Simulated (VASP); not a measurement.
# Al (P6_3/mmc) in VASP: notebook, part 2 of 2

VASP 6.6.1. The steps go on from the part before.

## 4. Single point, PBE+D3(BJ)

This run uses another cell than the first one, of 15.43 Å³/atom.

INCAR reads:

```
  ALGO = Normal
  EDIFF = 1E-6
  ENCUT = 520
  GGA = PE
  ISIF = 2
  ISMEAR = 0
  IVDW = 12
  LASPH = True
  LCHARG = True
  LELF = True
  LREAL = False
  LVHAR = True
  LWAVE = False
  NBANDS = 14
  NELM = 80
  PREC = Accurate
  SIGMA = 0.15
```

KPOINTS reads:

```
k-points
0
Gamma
  18 18 4
```

POSCAR reads:

```
Al
1.0
    2.7769904488      0.0000000000      0.0000000000
   -1.3884952244      2.4049442747      0.0000000000
    0.0000000000      0.0000000000      9.2410470711
Al
4
Direct
    0.0000000000      0.0000000000      0.0000000000
    0.3333333333      0.6666666667      0.2500000000
    0.0000000000      0.0000000000      0.5000000000
    0.6666666667      0.3333333333      0.7500000000
```

Potentials or basis: VASP PAW PBE potentials, release 64 (Al).

On the command line:

```console
$ cat potpaw_PBE.64/Al/POTCAR > POTCAR
$ mpirun -np 1 vasp_std > vasp.out
```

OUTCAR:

```text
EDIFF = 1E-6
   ENCUT = 520
   GGA = PE
   ISIF = 2
   ISMEAR = 0
   IVDW = 12
   LASPH = True
   LREAL = False
   NELM = 80
   PREC = Accurate
 IVDW          = 12

 ion  position               nearest neighbor table
   1  0.000  0.000  0.000-   2 2.81   4 2.81   2 2.81   4 2.81   4 2.81   2 2.81
   2  0.333  0.667  0.250-   1 2.81   3 2.81   1 2.81   3 2.81   1 2.81   3 2.81
   3  0.000  0.000  0.500-   2 2.81   4 2.81   2 2.81   4 2.81   4 2.81   2 2.81
   4  0.667  0.333  0.750-   1 2.81   3 2.81   1 2.81   3 2.81   1 2.81   3 2.81

  LATTYP: Found a hexagonal cell.
 ALAT       =     2.7769904488
 C/A-ratio  =     3.3277201494

  Lattice vectors:

 A1 = (   2.7769904488,   0.0000000000,   0.0000000000)
 A2 = (  -1.3884952244,   2.4049442747,   0.0000000000)
 A3 = (   0.0000000000,   0.0000000000,   9.2410470711)

Analysis of symmetry for initial positions (statically):
=====================================================================
 Subroutine PRICEL returns:
 Original cell was already a primitive cell.

 Routine SETGRP: Setting up the symmetry group for a
 hexagonal supercell.

 Subroutine GETGRP returns: Found 24 space group operations
 (whereof 12 operations were pure point group operations)
 out of a pool of 24 trial point group operations.

The static configuration has the point symmetry D_3d.
 The point group associated with its full space group is D_6h.

Analysis of symmetry for dynamics (positions and initial velocities):
=====================================================================
 Subroutine PRICEL returns:
 Original cell was already a primitive cell.

 Routine SETGRP: Setting up the symmetry group for a
 hexagonal supercell.

 Subroutine GETGRP returns: Found 24 space group operations
 (whereof 12 operations were pure point group operations)
 out of a pool of 24 trial point group operations.

The dynamic configuration has the point symmetry D_3d.
 The point group associated with its full space group is D_6h.

 Subroutine INISYM returns: Found 24 space group operations
[... 135 lines left out ...]
  volume of cell :       61.72
 maximum number of plane-waves:      1678
 NGX is ok and might be reduce to    24
   NGX = 11   NGY = 11   NGZ = 35

 number of electron      12.0000000 magnetization

 Free energy of the ion-electron system (eV)
  ---------------------------------------------------
  ext. energy  EPLUGINS =         0.00000000
  ---------------------------------------------------
  free energy    TOTEN  =       -14.85895933 eV

  energy without entropy =      -14.84047719  energy(sigma->0) =      -14.84971826

 E-fermi :   8.6871     XC(G=0): -10.4424

 val. band max:        8.6828171833   @ k =   0.3333   0.2778   0.0000
 cond. band min:       8.6951460035   @ k =   0.3889   0.1111   0.0000
 fundamental gap:      0.0123288201
 Fermi energy:         8.6870940859

 k-point     1 :       0.0000    0.0000    0.0000
  band No.  band energies     occupation
      1      -2.8895      2.00000
      2      -1.1706      2.00000
      3      -1.1645      2.00000
      4       3.7515      2.00000
      5       4.0083      2.00000
      6      11.9337      0.00000
      7      11.9447      0.00000
      8      20.2167      0.00000
      9      20.2167      0.00000
     10      20.2939      0.00000
     11      20.2939      0.00000
     12      21.1039      0.00000
     13      21.2072      0.00000
     14      21.2611      0.00000
[... 377 lines left out ...]
      1       2.2937      2.00000
      2       3.9175      2.00000
      3       3.9240      2.00000
      4       4.9735      2.00000
      5       6.6741      2.00000
      6       6.6791      2.00000
      7       8.6951      0.93949
      8       9.1525      0.00001
      9      11.1189      0.00000
     10      11.3177      0.00000
     11      12.5491      0.00000
     12      13.2920      0.00000
     13      13.6352      0.00000
     14      16.8433      0.00000

 [... further k-points ...]

------------------------ aborting loop because EDIFF is reached ----------------------------------------

 Edisp (eV)   -1.44254

 E8    (eV) :    -0.6457

  FORCE on cell =-STRESS in cart. coord.  units (eV):
  Direction    XX          YY          ZZ          XY          YZ          ZX
  --------------------------------------------------------------------------------------
  -------------------------------------------------------------------------------------
  Total       1.12331     1.12331     0.64041    -0.00000     0.00000     0.00000
  in kB      29.16136    29.16136    16.62530    -0.00000     0.00000     0.00000
  external pressure =       24.98 kB  Pullay stress =        0.00 kB

 VOLUME and BASIS-vectors are now :
 -----------------------------------------------------------------------------
  energy-cutoff  :      520.00
  volume of cell :       61.72
      direct lattice vectors                 reciprocal lattice vectors
     2.776990449  0.000000000  0.000000000     0.360102067  0.207905025  0.000000000
    -1.388495224  2.404944275  0.000000000     0.000000000  0.415810050  0.000000000
     0.000000000  0.000000000  9.241047071     0.000000000  0.000000000  0.108212846

 POSITION                                       TOTAL-FORCE (eV/Angst)
 -----------------------------------------------------------------------------------
      0.00000      0.00000      0.00000        -0.000000      0.000000      0.000000
     -0.00000      1.60330      2.31026         0.000000     -0.000000     -0.000000
      0.00000      0.00000      4.62052        -0.000000      0.000000      0.000000
      1.38850      0.80165      6.93079        -0.000000      0.000000     -0.000000
 -----------------------------------------------------------------------------------
    total drift:                               -0.000000     -0.000000      0.000000

  FREE ENERGIE OF THE ION-ELECTRON SYSTEM (eV)
  ---------------------------------------------------
  free  energy   TOTEN  =       -16.3015018261 eV

  energy  without entropy=      -16.2830196832  energy(sigma->0) =      -16.29226075
```

OSZICAR:

```text
N       E                     dE             d eps       ncg     rms          rms(c)
DAV:   1     0.645228299811E+01    0.64523E+01   -0.41971E+03  3108   0.661E+02
DAV:   2    -0.142827771643E+02   -0.20735E+02   -0.19219E+02  4128   0.906E+01
DAV:   3    -0.149530757204E+02   -0.67030E+00   -0.66156E+00  4190   0.130E+01
DAV:   4    -0.149573842654E+02   -0.43085E-02   -0.43079E-02  3756   0.132E+00
DAV:   5    -0.149574337559E+02   -0.49490E-04   -0.49491E-04  4058   0.144E-01    0.283E+00
DAV:   6    -0.149001547674E+02    0.57279E-01   -0.51508E-03  3538   0.409E-01    0.164E+00
DAV:   7    -0.148594289663E+02    0.40726E-01   -0.13313E-02  3438   0.614E-01    0.229E-01
DAV:   8    -0.148589821593E+02    0.44681E-03   -0.25529E-04  4352   0.852E-02    0.432E-02
DAV:   9    -0.148589592991E+02    0.22860E-04   -0.24419E-05  3792   0.233E-02    0.110E-02
DAV:  10    -0.148589593284E+02   -0.29291E-07   -0.61515E-07  2784   0.531E-03
   1 F= -.16301502E+02 E0= -.16292261E+02  d E =-.184821E-01
```

Wall time 2.1 min (1 thread of Intel Xeon 8259CL, shared host); peak memory 0.23 GiB.

Results:

| Quantity | Value |
| --- | --- |
| Free energy | -16.3015 eV |
| Pressure | 2.5 GPa |
| Band gap on the k mesh | zero (bands 6 and 7 overlap by 5.36 eV) |
| Dispersion energy per atom | -0.361 eV |

Levels at points of the mesh, in eV from the Fermi level:
```tsv
k point	band 2	band 3	band 4	band 5	band 6	band 7	band 8	band 9	band 10	band 11
(0.00, 0.00, 0.00)	-9.86	-9.85	-4.94	-4.68	3.25	3.26	11.53	11.53	11.61	11.61
(0.50, 0.00, 0.00)	-5.32	-4.04	-4.02	-3.32	-3.28	0.83	1.24	1.32	1.68	6.19
(0.00, 0.00, 0.50)	-11.14	-7.73	-7.73	-1.13	-1.13	8.21	8.21	11.85	11.85	11.85
(0.50, 0.00, 0.50)	-4.98	-4.90	-4.90	-1.90	-1.90	-1.21	-1.21	4.64	4.64	4.74
```

## 5. Single point, PBE+D3(BJ)

This run uses another cell than the first one, of 16.27 Å³/atom.

INCAR reads:

```
SYSTEM = Al
  PREC = Accurate
  ENCUT = 520
  EDIFF = 1E-6
  ISMEAR = 0
  SIGMA = 0.15
  LREAL = .False.
  LASPH = .True.
  NELM = 60
  ALGO = Normal
  ISIF = 2
  LWAVE = .False.
  LCHARG = .False.
  GGA = PE
  IVDW = 12
  NBANDS = 14
```

KPOINTS reads:

```
regular mesh
0
Gamma
  18 18 4
  0 0 0
```

Changes to POSCAR since step 4:

```diff
@@ -2,4 +2,4 @@
 1.0
-    2.7769904488      0.0000000000      0.0000000000
-   -1.3884952244      2.4049442747      0.0000000000
+    2.8518540810      0.0000000000      0.0000000000
+   -1.4259270405      2.4697780820      0.0000000000
     0.0000000000      0.0000000000      9.2410470711
```

On the command line:

```console
$ cat potpaw_PBE.64/Al/POTCAR > POTCAR
$ mpirun -np 1 vasp_std > vasp.out
```

Wall time 2 min (1 thread of Intel Xeon 8259CL, shared host); peak memory 0.24 GiB.

It converged, with:

| Item | Value |
| --- | --- |
| Free energy | -16.3009 eV |
| Pressure | -2.2 GPa |
| Band gap on the k mesh | zero (bands 6 and 7 overlap by 5.62 eV) |
| Dispersion energy per atom | -0.341 eV |

Stress tensor (GPa, compression positive):
```
-2.59  0.00  0.00
 0.00 -2.59  0.00
 0.00  0.00 -1.30
```

Levels at points of the mesh, in eV from the Fermi level:
```csv
k point,band 2,band 3,band 4,band 5,band 6,band 7,band 8,band 9,band 10,band 11
"(0.00, 0.00, 0.00)",-9.49,-9.49,-4.59,-4.28,3.63,3.64,10.67,10.67,10.86,10.86
"(0.50, 0.00, 0.00)",-5.23,-3.95,-3.88,-3.35,-3.25,0.86,1.31,1.42,1.74,5.58
"(0.00, 0.00, 0.50)",-10.78,-7.37,-7.37,-0.75,-0.75,8.57,8.57,10.99,10.99,10.99
"(0.50, 0.00, 0.50)",-4.92,-4.83,-4.83,-1.84,-1.84,-1.18,-1.18,4.71,4.71,4.82
```

## 6. The runs side by side

```tsv
cell	gap on the mesh (eV)	pressure (GPa)
a = 2.702, b = 2.702, c = 9.241 Å, angles 90.0, 90.0, 120.0°, 4 atoms	none	8.7
a = 2.739, b = 2.739, c = 9.241 Å, angles 90.0, 90.0, 120.0°, 4 atoms	none	5.4
a = 2.777, b = 2.777, c = 9.241 Å, angles 90.0, 90.0, 120.0°, 4 atoms	none	2.5
a = 2.852, b = 2.852, c = 9.241 Å, angles 90.0, 90.0, 120.0°, 4 atoms	none	-2.2
```

Alike in all rows: task single point; level PBE+D3(BJ); potentials or basis VASP PAW PBE potentials, release 64 (Al); no spin polarisation; k mesh 18 × 18 × 4; cutoff (eV) 520; smearing gaussian 0.15 eV.

Caveats: the stress differs along the axes, from 5 to 11 GPa (at least some runs); the cell stands under pressure (at least some runs).

Total energies depend on the potentials used, so only differences within one code and one set of settings carry meaning.

The gap in the log of VASP goes by the Fermi energy; the results here count the filled bands.